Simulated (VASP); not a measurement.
Li5Sc, 6 atoms in the cell. The typed cell holds 6 atoms: a = 4.952 Å, b = 5.324 Å, c = 5.324 Å, α = 120.04°, β = 90.00°, γ = 90.00°. 

```yaml
Program: VASP 6.6.1
Task: single point
Functional: PBE
Potentials_or_basis: VASP PAW PBE potentials, release 64 (Li_sv, Sc_sv)
Cutoff: 520 eV
k_mesh: 8 × 8 × 8
Occupations: gaussian, width 0.1 eV
Spin: no spin polarisation
Dipole_correction: no
Further_INCAR_settings: ALGO = Fast; EDIFF = 1e-06; NBANDS = 22
```

Potentials or basis: VASP PAW PBE potentials, release 64 (Li_sv, Sc_sv).

Launch:

```bash
$ cat potpaw_PBE.64/Li_sv/POTCAR potpaw_PBE.64/Sc_sv/POTCAR > POTCAR
$ mpirun -np 1 vasp_std > vasp.out
```

Hardware: 1 thread of Intel(R) Xeon(R) 6975P-C (Granite Rapids), on a shared host.

Q: Estimate the wall time of this run.

A: It took 6.3 min on 1 thread of Intel(R) Xeon(R) 6975P-C (Granite Rapids), with other jobs on the host, peak memory 0.41 GiB. Counts: scf iterations 42, k points 105.
